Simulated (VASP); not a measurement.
## Mn: single point with PBE

Crystal: Mn.

```
Mn
1.0
     2.28768    0.00000    0.00000
     0.00000    2.28768    0.00000
     0.00000    0.00000    2.28768
Mn
1
Direct
  0.00000 0.00000 0.00000
```

```
Program                : VASP 6.6.1
Task                   : single point
Functional             : PBE
Potentials or basis    : VASP PAW PBE potentials, release 64 (Mn_pv)
Cutoff                 : 520 eV
k mesh                 : 14 × 14 × 14
Occupations            : fermi-dirac, width 0.05 eV
Spin                   : collinear spin, ferromagnetic start
Starting moments       : [4.0] μB
Dipole correction      : no
Further INCAR settings : ALGO = Normal; EDIFF = 1e-07; NBANDS = 16
```

* Pressure: 0.2 GPa
* Net moment: 0.47 μB per cell
* Site moments: Mn +0.47 μB
* Valence electrons inside the program's atomic spheres: Mn 11.99

Levels at points of the mesh, in eV from the Fermi level:
Spin up:
```
           k point  band 4  band 5  band 6  band 7  band 8  band 9  band 10  band 11
(0.00, 0.00, 0.00)   -7.99   -3.74   -3.74    1.34    1.34    1.34    20.23    20.23
(0.50, 0.00, 0.00)   -3.68   -3.03   -1.04   -0.43   -0.43    1.50     6.47    22.40
(0.50, 0.50, 0.00)   -5.04   -2.35   -0.06   -0.06    2.70    6.00     6.00    12.57
(0.50, 0.50, 0.50)   -3.56   -3.56   -3.56    2.80    2.80   12.00    13.96    13.96
```
Spin down:
```tsv
k point	band 4	band 5	band 6	band 7	band 8	band 9
(0.00, 0.00, 0.00)	-7.92	-3.51	-3.51	1.99	1.99	1.99
(0.50, 0.00, 0.00)	-3.51	-2.79	-1.01	0.17	0.17	2.16
(0.50, 0.50, 0.00)	-4.67	-2.11	0.56	0.56	3.02	6.09
(0.50, 0.50, 0.50)	-3.09	-3.09	-3.09	3.12	3.12	11.94
```

Wall time 28 s on 1 thread of Intel(R) Xeon(R) 6975P-C (Granite Rapids), on a shared host, peak memory 0.15 GiB.

Caveat: the moment fell far below its start of 4 μB, so a state of higher moment may lie lower in energy.
